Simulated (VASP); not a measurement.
# AgI (F-43m) in VASP: elastic constants with r2SCAN

Aim: the elastic constants of AgI with r2SCAN.

Everything below comes from runs of VASP 6.6.1. Logs are shortened: lines on timing, memory, paths and dates and some standing lists are left out, and cuts for length are marked.

## 1. The cell of the first run

It takes space group F-43m (No. 216, cubic). Conventional cell: a = 6.450 Å, b = 6.450 Å, c = 6.450 Å, α = 90.00°, β = 90.00°, γ = 90.00°. Ag (site symmetry -43m) has 4 I at 2.79 Å within 3.7 Å. Within 3.7 Å of I (site symmetry -43m) lie 4 Ag at 2.79 Å.

## 2. Elastic constants, r2SCAN

Input file INCAR:

```
ALGO = Normal
EDIFF = 1E-8
ENCUT = 550
GGA_COMPAT = F
IBRION = 6
ISIF = 3
ISMEAR = 0
KPAR = 4
LASPH = T
LCHARG = T
LMIXTAU = T
LREAL = F
LWAVE = F
METAGGA = R2SCAN
NELM = 120
NFREE = 2
NSW = 1
POTIM = 0.015
PREC = Accurate
SIGMA = 0.01
```

Input file KPOINTS:

```
k-points
0
Gamma
  8 8 8
```

Input file POSCAR:

```
AgI
1.0
    0.0000000000      3.2247518254      3.2247518254
    3.2247518254      0.0000000000      3.2247518254
    3.2247518254      3.2247518254      0.0000000000
Ag I
1 1
Direct
    0.0000000000      0.0000000000      0.0000000000
    0.7500000000      0.7500000000      0.7500000000
```

Potentials or basis: VASP PAW PBE potentials, release 64 (Ag, I).

Command:

```
cat potpaw_PBE.64/Ag/POTCAR potpaw_PBE.64/I/POTCAR > POTCAR
mpirun -np 4 vasp_std > vasp.out
```

OUTCAR:

```text
EDIFF = 1E-8
   ENCUT = 550
   IBRION = 6
   ISIF = 3
   ISMEAR = 0
   LASPH = T
   LREAL = F
   METAGGA = R2SCAN
   NELM = 120
   NFREE = 2
   NSW = 1
   POTIM = 0.015
   PREC = Accurate

 ion  position               nearest neighbor table
   1  0.000  0.000  0.000-   2 2.79   2 2.79   2 2.79   2 2.79
   2  0.750  0.750  0.750-   1 2.79   1 2.79   1 2.79   1 2.79

  LATTYP: Found a face centered cubic cell.
 ALAT       =     6.4495036508

  Lattice vectors:

 A1 = (   0.0000000000,   3.2247518254,   3.2247518254)
 A2 = (   3.2247518254,   0.0000000000,   3.2247518254)
 A3 = (   3.2247518254,   3.2247518254,   0.0000000000)

Analysis of symmetry for initial positions (statically):
=====================================================================
 Subroutine PRICEL returns:
 Original cell was already a primitive cell.

 Routine SETGRP: Setting up the symmetry group for a
 face centered cubic supercell.

 Subroutine GETGRP returns: Found 24 space group operations
 (whereof 24 operations were pure point group operations)
 out of a pool of 48 trial point group operations.

The static configuration has the point symmetry T_d .

Analysis of symmetry for dynamics (positions and initial velocities):
=====================================================================
 Subroutine PRICEL returns:
 Original cell was already a primitive cell.

 Routine SETGRP: Setting up the symmetry group for a
 face centered cubic supercell.

 Subroutine GETGRP returns: Found 24 space group operations
 (whereof 24 operations were pure point group operations)
 out of a pool of 48 trial point group operations.

The dynamic configuration has the point symmetry T_d .

 Subroutine INISYM returns: Found 24 space group operations
 (whereof 24 operations are pure point group operations),
 and found     1 'primitive' translations

----------------------------------------------------------------------------------------

                                     Primitive cell

  volume of cell :      67.0685

  direct lattice vectors                    reciprocal lattice vectors
     0.000000000  3.224751825  3.224751825    -0.155050691  0.155050691  0.155050691
     3.224751825  0.000000000  3.224751825     0.155050691 -0.155050691  0.155050691
     3.224751825  3.224751825  0.000000000     0.155050691  0.155050691 -0.155050691

  length of vectors
     4.560487767  4.560487767  4.560487767     0.268555675  0.268555675  0.268555675

  position of ions in fractional coordinates (direct lattice)
     0.000000000  0.000000000  0.000000000
     0.750000000  0.750000000  0.750000000

  ion indices of the primitive-cell ions
   primitive index   ion index
                 1           1
                 2           2

----------------------------------------------------------------------------------------

 KPOINTS: k-points

Automatic generation of k-mesh.
 Grid dimensions read from file:
 generate k-points for:    8    8    8

 Generating k-lattice:

  Cartesian coordinates                     Fractional coordinates (reciprocal lattice)
    -0.019381336  0.019381336  0.019381336     0.125000000  0.000000000  0.000000000
     0.019381336 -0.019381336  0.019381336     0.000000000  0.125000000  0.000000000
[... 108 lines left out ...]

------------------------ aborting loop because EDIFF is reached ----------------------------------------

  FORCE on cell =-STRESS in cart. coord.  units (eV):
  Direction    XX          YY          ZZ          XY          YZ          ZX
  --------------------------------------------------------------------------------------
  -------------------------------------------------------------------------------------
  Total        0.7791538      0.7791538      0.7791538      0.0000000     -0.0000000      0.0000000
  in kB       18.6129361     18.6129361     18.6129361      0.0000000     -0.0000000      0.0000000
  external PRESSURE =      18.6129361 kB  Pullay stress =       0.0000000 kB
[... 89 lines left out ...]
  FREE ENERGIE OF THE ION-ELECTRON SYSTEM (eV)
  ---------------------------------------------------
  free  energy   TOTEN  =       -46.4906122015 eV

  energy  without entropy=      -46.4906122015  energy(sigma->0) =      -46.49061220

[... ionic steps 4 to 14 ...]

--------------------------------------- Ionic step       15  -------------------------------------------

 number of electron      17.9999999 magnetization

------------------------ aborting loop because EDIFF is reached ----------------------------------------
[... 67 lines left out ...]
--------------------------------------- Ionic step       17  -------------------------------------------

 number of electron      17.9999997 magnetization

 Free energy of the ion-electron system (eV)
  ---------------------------------------------------
  ext. energy  EPLUGINS =         0.00000000
  ---------------------------------------------------
  free energy    TOTEN  =       -46.50393679 eV

  energy without entropy =      -46.50393679  energy(sigma->0) =      -46.50393679

 E-fermi :   3.2242     XC(G=0):  -9.0481

 val. band max:        3.1291100536   @ k =   0.0000   0.0000   0.0000
 cond. band min:       4.9098476514   @ k =   0.0000   0.0000   0.0000
 fundamental gap:      1.7807375977
 Fermi energy:         3.2242062456

 k-point     1 :       0.0000    0.0000    0.0000
  band No.  band energies     occupation
      1     -10.2186      2.00000
      2      -1.3726      2.00000
      3      -1.3538      2.00000
      4      -1.3347      2.00000
      5      -0.0792      2.00000
      6      -0.0790      2.00000
      7       3.1072      2.00000
      8       3.1185      2.00000
      9       3.1291      2.00000
     10       4.9098      0.00000
     11       9.3100      0.00000
     12       9.3111      0.00000
     13       9.3127      0.00000
[... 354 lines left out ...]
  band No.  band energies     occupation
      1      -9.8449      2.00000
      2      -1.2483      2.00000
      3      -1.1512      2.00000
      4      -0.9618      2.00000
      5      -0.1138      2.00000
      6      -0.0310      2.00000
      7       0.1765      2.00000
      8       1.5047      2.00000
      9       1.9624      2.00000
     10       7.4713      0.00000
     11       8.7809      0.00000
     12      10.0818      0.00000
     13      11.1506      0.00000

 [... further k-points ...]
[... 5 lines left out ...]
  --------------------------------------------------------------------------------------
  -------------------------------------------------------------------------------------
  Total        0.7794445      0.7808635      0.7808635      0.0000000     -0.0778687      0.0000000
  in kB       18.6198810     18.6537786     18.6537786      0.0000000     -1.8601793      0.0000000
  external PRESSURE =      18.6424794 kB  Pullay stress =       0.0000000 kB
[... 17 lines left out ...]
  FREE ENERGIE OF THE ION-ELECTRON SYSTEM (eV)
  ---------------------------------------------------
  free  energy   TOTEN  =       -46.5039367863 eV

  energy  without entropy=      -46.5039367863  energy(sigma->0) =      -46.50393679

 INTERNAL STRAIN TENSORS FROM STRAINED CELLS
 ============================================

 INTERNAL STRAIN TENSOR FOR ION    1 for displacements in x,y,z  (eV/Angst):
          X           Y           Z          XY          YZ          ZX
  --------------------------------------------------------------------------------
  x    -0.00000     0.00000    -0.00000    -0.00000    -5.19946     0.00000
  y    -0.00000    -0.00000    -0.00000    -0.00000     0.00000    -5.19943
  z    -0.00000     0.00000    -0.00000    -5.19928     0.00000     0.00000

 INTERNAL STRAIN TENSORS FROM DISPLACED ATOMS
 ============================================

 INTERNAL STRAIN TENSOR FOR ION    1 for displacements in x,y,z  (eV/Angst):
          X           Y           Z          XY          YZ          ZX
  --------------------------------------------------------------------------------
  x    -0.00000     0.00000     0.00000     0.00000    -5.19553     0.00000
  y     0.00000     0.00000     0.00000     0.00000     0.00000    -5.19553
  z     0.00000     0.00000    -0.00000    -5.19553     0.00000     0.00000

 INTERNAL STRAIN TENSOR FOR ION    2 for displacements in x,y,z  (eV/Angst):
          X           Y           Z          XY          YZ          ZX
  --------------------------------------------------------------------------------
  x     0.00000     0.00000     0.00000     0.00000     5.19184     0.00000
  y    -0.00000     0.00000    -0.00000     0.00000     0.00000     5.19184
  z     0.00000     0.00000     0.00000     5.19184     0.00000     0.00000

 Eigenvectors and eigenvalues of the dynamical matrix
 ----------------------------------------------------

   1 f  =    3.319074 THz    20.854358 2PiTHz  110.712396 cm-1    13.726581 meV
             X         Y         Z           dx          dy          dz
      0.000000  0.000000  0.000000     0.000000   -0.000000    0.735045
      4.837128  4.837128  4.837128     0.000000    0.000000   -0.678018
[... 21 lines left out ...]
   6 f/i=    0.000832 THz     0.005229 2PiTHz    0.027758 cm-1     0.003442 meV
             X         Y         Z           dx          dy          dz
      0.000000  0.000000  0.000000    -0.476611   -0.200781    0.438449
      4.837128  4.837128  4.837128    -0.516698   -0.217668    0.475327

--------------------------------------------------------------------------------------------------------

 ELASTIC MODULI CONTR FROM IONIC RELAXATION (kBar)
 Direction    XX          YY          ZZ          XY          YZ          ZX
 --------------------------------------------------------------------------------
 XX          -0.0000      0.0000      0.0000      0.0000     -0.0000      0.0000
 YY           0.0000     -0.0000      0.0000      0.0000      0.0000     -0.0000
 ZZ           0.0000      0.0000     -0.0000     -0.0000      0.0000      0.0000
 XY           0.0000      0.0000     -0.0000   -245.1722     -0.0000      0.0000
 YZ          -0.0000      0.0000      0.0000     -0.0000   -245.1722     -0.0000
 ZX           0.0000     -0.0000      0.0000      0.0000     -0.0000   -245.1722
 --------------------------------------------------------------------------------

 TOTAL ELASTIC MODULI (kBar)
 Direction    XX          YY          ZZ          XY          YZ          ZX
 --------------------------------------------------------------------------------
 XX         390.1201    359.6084    359.6084      0.0000     -0.0000      0.0000
 YY         359.6084    390.1201    359.6084      0.0000     -0.0000     -0.0000
 ZZ         359.6084    359.6084    390.1201      0.0000      0.0000      0.0000
 XY           0.0000      0.0000      0.0000     54.2939     -0.0000      0.0000
 YZ          -0.0000     -0.0000      0.0000     -0.0000     54.2939     -0.0000
 ZX           0.0000     -0.0000      0.0000      0.0000     -0.0000     54.2939
 --------------------------------------------------------------------------------
```

Run time: 15 min. Hardware: 4 MPI ranks of Intel Xeon 6975P-C (Granite Rapids), shared host; peak memory 0.4 GiB.

Results:

| Quantity | Value |
| --- | --- |
| Elastic constants C11, C12, C44 | 39, 36, 5 GPa |
| Voigt bulk modulus | 37 GPa |
| Highest phonon frequency at Γ, LO-TO splitting left out | 111 cm⁻¹ |

Phonon frequencies in cm⁻¹ (negative: imaginary):
```csv
q point,frequencies
"(0.000, 0.000, 0.000)",0 0 0 111 111 111
```

Elastic tensor in Voigt notation (GPa, in the Cartesian axes of the cell as first typed):
```
39 36 36  0  0  0
36 39 36  0  0  0
36 36 39  0  0  0
 0  0  0  5  0  0
 0  0  0  0  5  0
 0  0  0  0  0  5
```

Clamped-ion elastic tensor (GPa):
```
39 36 36  0  0  0
36 39 36  0  0  0
36 36 39  0  0  0
 0  0  0 30  0  0
 0  0  0  0 30  0
 0  0  0  0  0 30
```

Caveat: the cell is under stress, which shifts elastic constants; the PAW data sets were made with another functional, which shifts forces and pressure a little; spin-orbit coupling is left out, which moves the levels of the heavy elements.
